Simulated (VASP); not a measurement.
K2CBr6: single point with PBE

Crystal: K2CBr6.

```
CELL_PARAMETERS angstrom
0.00000 5.03071 5.03071
5.03071 0.00000 5.03071
5.03071 5.03071 0.00000
ATOMIC_POSITIONS crystal
C 0.00000 0.00000 0.00000
K 0.25000 0.25000 0.25000
K 0.75000 0.75000 0.75000
Br 0.76000 0.24000 0.24000
Br 0.24000 0.76000 0.24000
Br 0.24000 0.76000 0.76000
Br 0.76000 0.24000 0.76000
Br 0.24000 0.24000 0.76000
Br 0.76000 0.76000 0.24000
```

```
Program             : VASP 6.6.1
Task                : single point
Functional          : PBE
Potentials or basis : VASP PAW PBE potentials, release 64 (C, K_sv, Br)
Cutoff              : 600 eV
k mesh              : 3 × 3 × 3
Occupations         : fermi-dirac, width 0.1 eV
Spin                : no spin polarisation
```

```
Pressure               : -0.4 GPa
Largest force          : 0.351 eV/Å
Band gap on the k mesh : zero (bands 32 and 33 overlap by 0.22 eV)
```

Forces on the atoms (eV/Å):
```
C    0.000  0.000  0.000
K    0.000  0.000  0.000
K    0.000  0.000  0.000
Br  -0.351  0.000  0.000
Br   0.000 -0.351  0.000
Br   0.351  0.000  0.000
Br   0.000  0.351  0.000
Br   0.000  0.000 -0.351
Br   0.000  0.000  0.351
```

Levels at points of the mesh, in eV from the Fermi level:
```tsv
k point	band 29	band 30	band 31	band 32	band 33	band 34
(0.00, 0.00, 0.00)	-0.36	-0.36	0.06	0.06	0.06	2.93
```

Run time: 68 s on 1 thread of Intel(R) Xeon(R) Platinum 8559C (Emerald Rapids) (shared host), peak memory 0.51 GiB.

Caveat: the k points lie up to 0.36 Å⁻¹ apart; semilocal functionals underestimate gaps, and a narrow one can read as zero.
